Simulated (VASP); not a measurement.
# Ag (Im-3m) in VASP: a series of runs

Ag is run at these levels: r2SCAN; tasks: relaxation of cell and atoms.

All numbers are computed with VASP 6.6.1; they aren't measurements. Logs are shortened: lines on timing, memory, paths and dates and some standing lists are left out, and cuts for length are marked.

### 1 The cell of the first run

It takes space group Im-3m (No. 229, cubic). Conventional cell: a = 3.227 Å, b = 3.227 Å, c = 3.227 Å, α = 90.00°, β = 90.00°, γ = 90.00°. Within 3.7 Å of Ag (site symmetry m-3m) lie 14 Ag at 2.79 to 3.23 Å.

This isn't the form of Ag at room conditions, which is fcc.

### 2 Relaxation of cell and atoms, r2SCAN, target pressure 4 GPa, at which the enthalpy is minimised

File POSCAR:

```
Ag
1.0
   -1.6136903136      1.6136903136      1.6136903136
    1.6136903136     -1.6136903136      1.6136903136
    1.6136903136      1.6136903136     -1.6136903136
Ag
1
Direct
    0.0000000000      0.0000000000      0.0000000000
```

File INCAR.step1:

```
SYSTEM = Ag
PREC     = Accurate       ! precision mode
ENCUT    = 600            ! plane-wave cutoff, eV
ISMEAR   = 0              ! smearing method
SIGMA    = 0.1            ! smearing width, eV
LREAL    = .FALSE.        ! projectors in reciprocal space
LASPH    = .TRUE.         ! aspherical terms in the spheres
NELM     = 80             ! most SCF steps
GGA      = PE             ! functional
ALGO     = Normal         ! electronic algorithm
EDIFF    = 1E-4           ! SCF threshold, eV
LWAVE    = .TRUE.         ! write WAVECAR
LCHARG   = .FALSE.        ! write CHGCAR
```

File INCAR.step2:

```
SYSTEM = Ag
PREC     = Accurate       ! precision mode
ENCUT    = 600            ! plane-wave cutoff, eV
EDIFF    = 1E-7           ! SCF threshold, eV
ISMEAR   = 0              ! smearing method
SIGMA    = 0.1            ! smearing width, eV
LREAL    = .FALSE.        ! projectors in reciprocal space
LASPH    = .TRUE.         ! aspherical terms in the spheres
NELM     = 80             ! most SCF steps
ALGO     = Normal         ! electronic algorithm
ISIF     = 3              ! what is computed and relaxed
LWAVE    = .FALSE.        ! write WAVECAR
LCHARG   = .FALSE.        ! write CHGCAR
METAGGA  = R2SCAN         ! meta-GGA
LMIXTAU  = .TRUE.       
IBRION   = 2              ! ionic algorithm
NSW      = 70             ! ionic steps
EDIFFG   = -0.008         ! ionic threshold
PSTRESS  = 40.0         
ISTART   = 1
```

File KPOINTS:

```
regular mesh
0
G
  18 18 18
  0 0 0
```

Potentials or basis: VASP PAW PBE potentials, release 64 (Ag).

On the command line:

```
> cat potpaw_PBE.64/Ag/POTCAR > POTCAR
> cp INCAR.step1 INCAR
> mpirun -np 1 vasp_std > vasp.out
> cp INCAR.step2 INCAR
> mpirun -np 1 vasp_std > vasp.out
```

OUTCAR:

```text
SYSTEM = Ag
   PREC = Accurate
   ENCUT = 600
   EDIFF = 1E-7
   ISMEAR = 0
   LREAL = .FALSE.
   LASPH = .TRUE.
   NELM = 80
   ISIF = 3
   METAGGA = R2SCAN
   IBRION = 2
   NSW = 70
   EDIFFG = -0.008
   PSTRESS = 40.0
   ISTART = 1

 ion  position               nearest neighbor table
   1  0.000  0.000  0.000-

  LATTYP: Found a body centered cubic cell.
 ALAT       =     3.2273806272

  Lattice vectors:

 A1 = (  -1.6136903136,   1.6136903136,   1.6136903136)
 A2 = (   1.6136903136,  -1.6136903136,   1.6136903136)
 A3 = (   1.6136903136,   1.6136903136,  -1.6136903136)

Analysis of symmetry for initial positions (statically):
=====================================================================
 Subroutine PRICEL returns:
 Original cell was already a primitive cell.

 Routine SETGRP: Setting up the symmetry group for a
 body centered cubic supercell.

 Subroutine GETGRP returns: Found 48 space group operations
 (whereof 48 operations were pure point group operations)
 out of a pool of 48 trial point group operations.

The static configuration has the point symmetry O_h .

Analysis of symmetry for dynamics (positions and initial velocities):
=====================================================================
 Subroutine PRICEL returns:
 Original cell was already a primitive cell.

 Routine SETGRP: Setting up the symmetry group for a
 body centered cubic supercell.

 Subroutine GETGRP returns: Found 48 space group operations
 (whereof 48 operations were pure point group operations)
 out of a pool of 48 trial point group operations.

The dynamic configuration has the point symmetry O_h .

 Subroutine INISYM returns: Found 48 space group operations
 (whereof 48 operations are pure point group operations),
 and found     1 'primitive' translations

----------------------------------------------------------------------------------------

                                     Primitive cell

  volume of cell :      16.8082

  direct lattice vectors                    reciprocal lattice vectors
    -1.613690314  1.613690314  1.613690314     0.000000000  0.309848796  0.309848796
     1.613690314 -1.613690314  1.613690314     0.309848796  0.000000000  0.309848796
     1.613690314  1.613690314 -1.613690314     0.309848796  0.309848796  0.000000000

  length of vectors
     2.794993611  2.794993611  2.794993611     0.438192369  0.438192369  0.438192369

  position of ions in fractional coordinates (direct lattice)
     0.000000000  0.000000000  0.000000000

  ion indices of the primitive-cell ions
   primitive index   ion index
                 1           1

----------------------------------------------------------------------------------------

 KPOINTS: regular mesh

Automatic generation of k-mesh.
 Grid dimensions read from file:
 generate k-points for:   18   18   18

 Generating k-lattice:

  Cartesian coordinates                     Fractional coordinates (reciprocal lattice)
     0.000000000  0.017213822  0.017213822     0.055555556  0.000000000  0.000000000
     0.017213822  0.000000000  0.017213822     0.000000000  0.055555556  0.000000000
     0.017213822  0.017213822  0.000000000     0.000000000  0.000000000  0.055555556

  Length of vectors
     0.024344020  0.024344020  0.024344020

  Shift w.r.t. Gamma in fractional coordinates (k-lattice)
     0.000000000  0.000000000  0.000000000

 Subroutine IBZKPT returns following result:
 ===========================================

 Found    195 irreducible k-points:

 Following reciprocal coordinates:
            Coordinates               Weight
  0.000000  0.000000  0.000000      1.000000
  0.055556  0.000000  0.000000     12.000000
  0.111111  0.000000  0.000000     12.000000
  0.166667  0.000000  0.000000     12.000000
  0.222222  0.000000  0.000000     12.000000
  0.277778  0.000000  0.000000     12.000000
[... 16 lines left out ...]
  0.333333  0.111111 -0.000000     48.000000
  0.388889  0.111111 -0.000000     48.000000
 [... further k-points ...]
[... 37 lines left out ...]
     AMIX     =   0.40;   BMIX     =  1.00
     AMIX_MAG =   1.60;   BMIX_MAG =  1.00
  volume/ion in A,a.u.               =      16.81       113.43
  Fermi-wavevector in a.u.,A,eV,Ry     =   1.421343  2.685949 27.486703  2.020216
  Thomas-Fermi vector in A             =   2.542163
   LORBIT       =      0    0 simple, 1 ext, 2 COOP (PROOUT), +10 PAW based schemes
   METAGGA = R2SCAN    functional components
   LHFCALC =     F    Hartree Fock is set to
   AEXX    =    0.0000 exact exchange contribution
   IVDW    =     0    specifies the selected vdW correction
   LEPSILON=     F    determine dielectric tensor
   LRPA    =     F    only Hartree local field effects (RPA)
 conjugate gradient relaxation of ions
 non-spin polarized calculation
 Gauss-broadening in eV      SIGMA  =   0.10
  energy-cutoff  :      600.00
  volume of cell :       16.81
 maximum number of plane-waves:       586
   NGX = 11   NGY = 11   NGZ = 11

--------------------------------------- Ionic step        1  -------------------------------------------

 number of electron      10.9999997 magnetization

 Free energy of the ion-electron system (eV)
  ---------------------------------------------------
  ext. energy  EPLUGINS =         0.00000000
  ---------------------------------------------------
  free energy    TOTEN  =       -21.31112083 eV

  energy without entropy =      -21.30842268  energy(sigma->0) =      -21.30977175

------------------------ aborting loop because EDIFF is reached ----------------------------------------

  FORCE on cell =-STRESS in cart. coord.  units (eV):
  Direction    XX          YY          ZZ          XY          YZ          ZX
  --------------------------------------------------------------------------------------
  -------------------------------------------------------------------------------------
  Total        0.4524984      0.4524984      0.4524984      0.0000000      0.0000000      0.0000000
  in kB       43.1327443     43.1327443     43.1327443      0.0000000      0.0000000      0.0000000
  external PRESSURE =       3.1327443 kB  Pullay stress =      40.0000000 kB
[... 59 lines left out ...]
  enthalpy is  TOTEN    =       -20.8914945343 eV   P V=        0.4216324828

--------------------------------------- Ionic step        3  -------------------------------------------

 number of electron      10.9999998 magnetization

 Free energy of the ion-electron system (eV)
  ---------------------------------------------------
  ext. energy  EPLUGINS =         0.00000000
  ---------------------------------------------------
  free energy    TOTEN  =       -21.31219462 eV

  energy without entropy =      -21.30952301  energy(sigma->0) =      -21.31085882

 E-fermi :   8.6236     XC(G=0): -13.0482

 val. band max:        8.6212632863   @ k =  -0.3889   0.4444   0.1111
 cond. band min:       8.6368535839   @ k =   0.4444   0.0556   0.0000
 fundamental gap:      0.0155902976
 Fermi energy:         8.6235649325

 k-point     1 :       0.0000    0.0000    0.0000
  band No.  band energies     occupation
      1       0.5574      2.00000
      2       3.2942      2.00000
      3       3.2942      2.00000
      4       3.2942      2.00000
      5       4.6782      2.00000
      6       4.6782      2.00000
      7      27.3746      0.00000
      8      27.3746      0.00000
      9      27.3746      0.00000
[... 265 lines left out ...]
 k-point    24 :       0.3889    0.1111   -0.0000
  band No.  band energies     occupation
      1       1.9894      2.00000
      2       2.5715      2.00000
      3       4.5099      2.00000
      4       4.6210      2.00000
      5       5.2847      2.00000
      6       8.7507      0.07212
      7      13.9488      0.00000
      8      21.2197      0.00000
      9      23.4643      0.00000

 [... further k-points ...]

------------------------ aborting loop because EDIFF is reached ----------------------------------------

  FORCE on cell =-STRESS in cart. coord.  units (eV):
  Direction    XX          YY          ZZ          XY          YZ          ZX
  --------------------------------------------------------------------------------------
  -------------------------------------------------------------------------------------
  Total        0.4227773      0.4227773      0.4227773      0.0000000     -0.0000000      0.0000000
  in kB       40.2005990     40.2005990     40.2005990      0.0000000     -0.0000000      0.0000000
  external PRESSURE =       0.2005990 kB  Pullay stress =      40.0000000 kB
[... 16 lines left out ...]
  FREE ENERGIE OF THE ION-ELECTRON SYSTEM (eV)
  ---------------------------------------------------
  free  energy   TOTEN  =       -21.3121946206 eV

  energy  without entropy=      -21.3095230127  energy(sigma->0) =      -21.31085882

  enthalpy is  TOTEN    =       -20.8915269794 eV   P V=        0.4206676411

 reached required accuracy - stopping structural energy minimisation
```

Wall time 3 min (1 thread of AMD EPYC 9R45 (Zen 5), shared host); peak memory 0.15 GiB.

What came out:

* Free energy: -21.3122 eV
* Relaxed volume: 16.85 Å³/atom
* Relaxed cell: a = 2.797 Å, b = 2.797 Å, c = 2.797 Å, α = 109.47°, β = 109.47°, γ = 109.47°
* Space group after relaxing (to 0.1 Å): Im-3m (No. 229)
* Energy change on relaxing (the run minimises the enthalpy): -1.1 meV/atom
* Ionic steps: 3
* Pressure after relaxing: 4.0 GPa
* Band gap on the k mesh: zero (an odd number of electrons rules out a gap without spin polarisation)

The path:
```tsv
step	energy change (eV)	largest force (eV/Å)	pressure (GPa)	volume (Å³)
1	0.0000	0.0000	4.31	16.81
2	-0.0020	0.0000	3.73	16.89
3	-0.0011	0.0000	4.02	16.85
```

Final structure:
```yaml
crystal:
  lattice:
    - [-1.61502, 1.61502, 1.61502]
    - [1.61502, -1.61502, 1.61502]
    - [1.61502, 1.61502, -1.61502]
  atoms:
    - { symbol: Ag, position: [0.00000, 0.00000, 0.00000] }
```

Caveat: the cell is relaxed towards a set pressure, so the run minimises the enthalpy, not the energy; the PAW data sets were made with another functional, which shifts forces and pressure a little.

(Part 1 of 2 ends here.)

The gap in the log of VASP goes by the Fermi energy; the results here count the filled bands.